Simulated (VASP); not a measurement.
## CdS (Hawleyite): single point with PBE

CdS (Hawleyite):

```
Cd S
1.0
     0.00000    2.91650    2.94566
     2.91650    0.00000    2.94566
     2.91650    2.91650    0.00000
Cd S
1 1
Direct
  0.00000 0.00000 0.00000
  0.25000 0.25000 0.25000
```

This cell differs from its parent crystal: z stretched by +1 %, then relaxed in part.

```
Program                : VASP 6.6.1
Task                   : single point
Functional             : PBE
Potentials or basis    : VASP PAW PBE potentials, release 64 (Cd, S)
Cutoff                 : 520 eV
k mesh                 : 13 × 13 × 13
Occupations            : fermi-dirac, width 0.02 eV
Spin                   : no spin polarisation
Dipole correction      : no
Further INCAR settings : ALGO = Normal; EDIFF = 1e-06; NBANDS = 16
```

- Pressure: 2.5 GPa
- Band gap on the k mesh: 1.12 eV, direct

Stress tensor (GPa, compression positive):
```
2.60 0.00 0.00
0.00 2.60 0.00
0.00 0.00 2.43
```

Levels at points of the mesh, in eV from the valence-band top:
```csv
k point,band 5,band 6,band 7,band 8,band 9,band 10,band 11,band 12,band 13,band 14
"(0.00, 0.00, 0.00)",-7.24,-7.23,-0.03,0.00,0.00,1.12,6.54,6.54,6.54,11.35
```

Run time: 2.9 min on 1 thread of Intel Xeon 6975P-C (shared host), peak memory 0.29 GiB.

Caveat: the cell differs from its parent crystal (z stretched by +1 %, then relaxed in part). A k mesh can miss the band edges.
